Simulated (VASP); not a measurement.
# BaS (I4mm) in VASP: single point with PBE

Aim: the single point of BaS with PBE.

Everything below comes from runs of VASP 6.6.1. Logs are shortened: lines on timing, memory, paths and dates and some standing lists are left out, and cuts for length are marked.

### 1 The cell of the first run

The structure is tetragonal, space group I4mm (No. 107). The conventional cell has a = 4.517 Å, b = 4.517 Å, c = 6.388 Å, α = 90.00°, β = 90.00°, γ = 90.00°. Ba (site symmetry 4mm) has 6 S at 3.11 to 3.27 Å within 4.1 Å. Within 4.1 Å of S (site symmetry 4mm) lie 6 Ba at 3.11 to 3.27 Å.

### 2 Single point, PBE (atom 1 (Ba) moved by [0.08, 0.0, 0.0] A)

File INCAR:

```
ALGO     = Normal         # electronic algorithm
EDIFF    = 1E-7           # SCF threshold, eV
ENCUT    = 520            # plane-wave cutoff, eV
GGA      = PE             # functional
ISIF     = 2              # what is computed and relaxed
ISMEAR   = -1             # smearing method
LASPH    = True           # aspherical terms in the spheres
LCHARG   = False          # write CHGCAR
LREAL    = False          # projectors in reciprocal space
LWAVE    = False          # write WAVECAR
NBANDS   = 15             # bands
NELM     = 60             # most SCF steps
PREC     = Accurate       # precision mode
SIGMA    = 0.01           # smearing width, eV
```

File KPOINTS:

```
k-points
0
Gamma
  7 7 7
```

File POSCAR:

```
BaS
1.0
    0.0000000000      3.1937500000      3.1937500000
    3.1937500000      0.0000000000      3.1937500000
    3.1937500000      3.1937500000      0.0000000000
Ba S
1 1
Direct
   -0.0125244618      0.0125244618      0.0125244618
    0.5000000000      0.5000000000      0.5000000000
```

Potentials or basis: VASP PAW PBE potentials, release 64 (Ba_sv, S).

Command:

```
> cat potpaw_PBE.64/Ba_sv/POTCAR potpaw_PBE.64/S/POTCAR > POTCAR
> mpirun -np 1 vasp_std > vasp.out
```

OUTCAR:

```text
EDIFF = 1E-7
   ENCUT = 520
   GGA = PE
   ISIF = 2
   ISMEAR = -1
   LASPH = True
   LREAL = False
   NELM = 60
   PREC = Accurate

 ion  position               nearest neighbor table
   1  0.987  0.013  0.013-   2 3.11   2 3.19   2 3.19   2 3.19   2 3.19   2 3.27
   2  0.500  0.500  0.500-   1 3.11   1 3.19   1 3.19   1 3.19   1 3.19   1 3.27

  LATTYP: Found a face centered cubic cell.
 ALAT       =     6.3875000000

  Lattice vectors:

 A1 = (   0.0000000000,   3.1937500000,   3.1937500000)
 A2 = (   3.1937500000,   0.0000000000,   3.1937500000)
 A3 = (   3.1937500000,   3.1937500000,   0.0000000000)

Analysis of symmetry for initial positions (statically):
=====================================================================
 Subroutine PRICEL returns:
 Original cell was already a primitive cell.

 Routine SETGRP: Setting up the symmetry group for a
 face centered cubic supercell.

 Subroutine GETGRP returns: Found  8 space group operations
 (whereof  8 operations were pure point group operations)
 out of a pool of 48 trial point group operations.

The static configuration has the point symmetry C_4v.

Analysis of symmetry for dynamics (positions and initial velocities):
=====================================================================
 Subroutine PRICEL returns:
 Original cell was already a primitive cell.

 Routine SETGRP: Setting up the symmetry group for a
 face centered cubic supercell.

 Subroutine GETGRP returns: Found  8 space group operations
 (whereof  8 operations were pure point group operations)
 out of a pool of 48 trial point group operations.

The dynamic configuration has the point symmetry C_4v.

 Subroutine INISYM returns: Found  8 space group operations
 (whereof  8 operations are pure point group operations),
 and found     1 'primitive' translations

----------------------------------------------------------------------------------------

                                     Primitive cell

  volume of cell :      65.1527

  direct lattice vectors                    reciprocal lattice vectors
     0.000000000  3.193750000  3.193750000    -0.156555773  0.156555773  0.156555773
     3.193750000  0.000000000  3.193750000     0.156555773 -0.156555773  0.156555773
     3.193750000  3.193750000  0.000000000     0.156555773  0.156555773 -0.156555773

  length of vectors
     4.516644565  4.516644565  4.516644565     0.271162553  0.271162553  0.271162553

  position of ions in fractional coordinates (direct lattice)
     0.987475538  0.012524462  0.012524462
     0.500000000  0.500000000  0.500000000

  ion indices of the primitive-cell ions
   primitive index   ion index
                 1           1
                 2           2

----------------------------------------------------------------------------------------

 KPOINTS: k-points

Automatic generation of k-mesh.
 Grid dimensions read from file:
 generate k-points for:    7    7    7

 Generating k-lattice:

  Cartesian coordinates                     Fractional coordinates (reciprocal lattice)
    -0.022365110  0.022365110  0.022365110     0.142857143  0.000000000  0.000000000
     0.022365110 -0.022365110  0.022365110     0.000000000  0.142857143  0.000000000
     0.022365110  0.022365110 -0.022365110     0.000000000  0.000000000  0.142857143

  Length of vectors
     0.038737508  0.038737508  0.038737508

  Shift w.r.t. Gamma in fractional coordinates (k-lattice)
     0.000000000  0.000000000  0.000000000

 Subroutine IBZKPT returns following result:
 ===========================================

 Found     40 irreducible k-points:

 Following reciprocal coordinates:
            Coordinates               Weight
  0.000000  0.000000  0.000000      1.000000
  0.142857  0.000000  0.000000      8.000000
  0.285714  0.000000  0.000000      8.000000
  0.428571  0.000000  0.000000      8.000000
  0.142857  0.142857  0.000000      4.000000
  0.000000  0.142857  0.142857      2.000000
[... 16 lines left out ...]
 -0.285714  0.285714  0.000000      8.000000
  0.000000 -0.285714  0.285714      4.000000
 [... further k-points ...]
   k-points           NKPTS =     40   k-points in BZ     NKDIM =     40   number of bands    NBANDS=     15
   number of dos      NEDOS =    301   number of ions     NIONS =      2
   total plane-waves  NPLWV =  46656
   dimension x,y,z NGX =    36 NGY =   36 NGZ =   36
   dimension x,y,z NGXF=    72 NGYF=   72 NGZF=   72
   ions per type =               1   1
   NGX,Y,Z   is equivalent  to a cutoff of  13.25, 13.25, 13.25 a.u.
   NGXF,Y,Z  is equivalent  to a cutoff of  26.50, 26.50, 26.50 a.u.
 SYSTEM =  unknown system
   PREC   = accura    normal or accurate (medium, high low for compatibility)
   ISTART =      0    job   : 0-new  1-cont  2-samecut
   ICHARG =      2    charge: 1-file 2-atom 10-const
   ISPIN  =      1    spin polarized calculation?
   LNONCOLLINEAR =      F non collinear calculations
   LSORBIT =      F    spin-orbit coupling
   LASPH  =      T    aspherical Exc in radial PAW
   ENCUT  =  520.0 eV  38.22 Ry    6.18 a.u.   8.40  8.40  8.40*2*pi/ulx,y,z
   NELM   =     60;   NELMIN=  2; NELMDL= -5     # of ELM steps
   EDIFF  = 0.1E-06   stopping-criterion for ELM
   LREAL  =      F    real-space projection
   EDIFFG = 0.1E-05   stopping-criterion for IOM
   NSW    =      0    number of steps for IOM
   IBRION =     -1    ionic relax: 0-MD 1-quasi-New 2-CG
   NFREE  =      0    steps in history (QN), initial steepest desc. (CG)
   ISIF   =      2    stress and relaxation
   ISYM   =      2    0-nonsym 1-usesym 2-fastsym
   POTIM  = 0.5000    time-step for ionic-motion
   TEBEG  =    0.0;   TEEND  =   0.0 temperature during run
   PSTRESS=    0.0 pullay stress
   NELECT =      16.0000    total number of electrons
   NUPDOWN=      -1.0000    fix difference up-down
   EMIN   =  10.00;   EMAX   =-10.00  energy-range for DOS
   EFERMI =   0.00;   METHOD = LEGACY
   ISMEAR =    -1;   SIGMA  =   0.01  broadening in eV -4-tet -1-fermi 0-gaus
   EFERMI_NEDOS =   21; number of points for ismear=-14 and -15
   IALGO  =     38    algorithm
   IMIX   =      4    mixing-type and parameters
     AMIX     =   0.40;   BMIX     =  1.00
     AMIX_MAG =   1.60;   BMIX_MAG =  1.00
  volume/ion in A,a.u.               =      32.58       219.84
  Fermi-wavevector in a.u.,A,eV,Ry     =   1.025189  1.937326 14.299891  1.051012
  Thomas-Fermi vector in A             =   2.159016
   LORBIT       =      0    0 simple, 1 ext, 2 COOP (PROOUT), +10 PAW based schemes
   GGA     = PE    functional components
[... 5 lines left out ...]
 non-spin polarized calculation
  energy-cutoff  :      520.00
  volume of cell :       65.15
 maximum number of plane-waves:      1807
 NGX is ok and might be reduce to    36
   NGX = 17   NGY = 17   NGZ = 17

 number of electron      16.0000001 magnetization

 Free energy of the ion-electron system (eV)
  ---------------------------------------------------
  ext. energy  EPLUGINS =         0.00000000
  ---------------------------------------------------
  free energy    TOTEN  =       -10.17789618 eV

  energy without entropy =      -10.17789618  energy(sigma->0) =      -10.17789618

 E-fermi :   1.6908     XC(G=0):  -8.6248

 val. band max:        1.4434429997   @ k =   0.0000   0.0000   0.0000
 cond. band min:       3.6210729164   @ k =   0.0000   0.4286   0.4286
 fundamental gap:      2.1776299167
 Fermi energy:         1.6908383911

 k-point     1 :       0.0000    0.0000    0.0000
  band No.  band energies     occupation
      1     -24.6185      2.00000
      2      -9.6867      2.00000
      3      -9.6743      2.00000
      4      -9.6743      2.00000
      5      -8.8983      2.00000
      6       1.4415      2.00000
      7       1.4415      2.00000
      8       1.4434      2.00000
      9       5.0508      0.00000
     10       5.3258      0.00000
     11       5.3377      0.00000
     12       5.3377      0.00000
     13       6.2504      0.00000
     14       6.2736      0.00000
     15      10.1781      0.00000

 k-point     2 :       0.1429    0.0000    0.0000
  band No.  band energies     occupation
      1     -24.6101      2.00000
      2     -10.0475      2.00000
      3      -9.6842      2.00000
      4      -9.6817      2.00000
      5      -8.5177      2.00000
      6       0.9292      2.00000
      7       1.1803      2.00000
      8       1.1903      2.00000
      9       5.3324      0.00000
     10       5.6211      0.00000
     11       5.6292      0.00000
     12       5.8156      0.00000
     13       6.8420      0.00000
     14       6.8657      0.00000
     15      10.9766      0.00000

 k-point     3 :       0.2857    0.0000    0.0000
  band No.  band energies     occupation
      1     -24.5912      2.00000
      2     -10.5133      2.00000
      3      -9.7004      2.00000
      4      -9.6982      2.00000
      5      -8.0106      2.00000
      6       0.1077      2.00000
      7       0.7118      2.00000
      8       0.7181      2.00000
      9       5.6818      0.00000
     10       6.4519      0.00000
     11       6.4522      0.00000
     12       7.1577      0.00000
     13       8.2461      0.00000
     14       8.2664      0.00000
     15      12.0319      0.00000
[... 343 lines left out ...]
 k-point    23 :      -0.2857    0.2857    0.0000
  band No.  band energies     occupation
      1     -24.5685      2.00000
      2     -10.5514      2.00000
      3      -9.9502      2.00000
      4      -9.7407      2.00000
      5      -7.9764      2.00000
      6      -0.0602      2.00000
      7       0.4882      2.00000
      8       0.9448      2.00000
      9       6.3131      0.00000
     10       6.4076      0.00000
     11       7.1926      0.00000
     12       7.5308      0.00000
     13       9.8736      0.00000
     14      10.3785      0.00000
     15      11.2868      0.00000

 k-point    24 :       0.0000   -0.2857    0.2857
  band No.  band energies     occupation
      1     -24.5685      2.00000
      2     -10.5499      2.00000
      3      -9.9540      2.00000
      4      -9.7391      2.00000
      5      -7.9764      2.00000
      6      -0.0600      2.00000
      7       0.4870      2.00000
      8       0.9571      2.00000
      9       6.2479      0.00000
     10       6.4173      0.00000
     11       7.1796      0.00000
     12       7.5823      0.00000
     13       9.9398      0.00000
     14      10.2963      0.00000
     15      11.2873      0.00000

 [... further k-points ...]
[... 5 lines left out ...]
  --------------------------------------------------------------------------------------
  -------------------------------------------------------------------------------------
  Total        0.6888014      0.5665266      0.5665266      0.0000000      0.0000000      0.0000000
  in kB       16.9383797     13.9315077     13.9315077      0.0000000      0.0000000      0.0000000
  external PRESSURE =      14.9337983 kB  Pullay stress =       0.0000000 kB

 VOLUME and BASIS-vectors are now :
 -----------------------------------------------------------------------------
  energy-cutoff  :      520.00
  volume of cell :       65.15
      direct lattice vectors                 reciprocal lattice vectors
     0.000000000  3.193750000  3.193750000    -0.156555773  0.156555773  0.156555773
     3.193750000  0.000000000  3.193750000     0.156555773 -0.156555773  0.156555773
     3.193750000  3.193750000  0.000000000     0.156555773  0.156555773 -0.156555773

 POSITION                                       TOTAL-FORCE (eV/Angst)
 -----------------------------------------------------------------------------------
      0.08000      3.19375      3.19375        -0.173001      0.000000      0.000000
      3.19375      3.19375      3.19375         0.173001      0.000000      0.000000
 -----------------------------------------------------------------------------------
    total drift:                                0.000130     -0.000000     -0.000000

  FREE ENERGIE OF THE ION-ELECTRON SYSTEM (eV)
  ---------------------------------------------------
  free  energy   TOTEN  =       -10.1778961788 eV

  energy  without entropy=      -10.1778961788  energy(sigma->0) =      -10.17789618
```

It took 43 s on 1 thread of Intel Xeon Platinum 8375C at 2.90GHz (Ice Lake), shared host; peak memory 0.22 GiB.

What came out:

| Quantity | Value |
| --- | --- |
| Free energy | -10.1779 eV |
| Pressure | 1.5 GPa |
| Largest force | 0.173 eV/Å |
| Band gap on the k mesh | 2.18 eV, indirect (least direct gap 2.32 eV) |

Forces on the atoms (eV/Å):
```
Ba  -0.173  0.000  0.000
S    0.173  0.000  0.000
```

Stress tensor (GPa, compression positive):
```
1.69 0.00 0.00
0.00 1.39 0.00
0.00 0.00 1.39
```

Levels at points of the mesh, in eV from the valence-band top:
| k point | band 5 | band 6 | band 7 | band 8 | band 9 | band 10 | band 11 | band 12 |
| --- | --- | --- | --- | --- | --- | --- | --- | --- |
| (0.00, 0.00, 0.00) | -10.34 | 0.00 | 0.00 | 0.00 | 3.61 | 3.88 | 3.89 | 3.89 |

Caveat: the cell differs from its parent crystal (atom 1 (Ba) moved by [0.08, 0.0, 0.0] A); spin-orbit coupling is left out, which moves the levels of the heavy elements. A k mesh can miss the band edges.
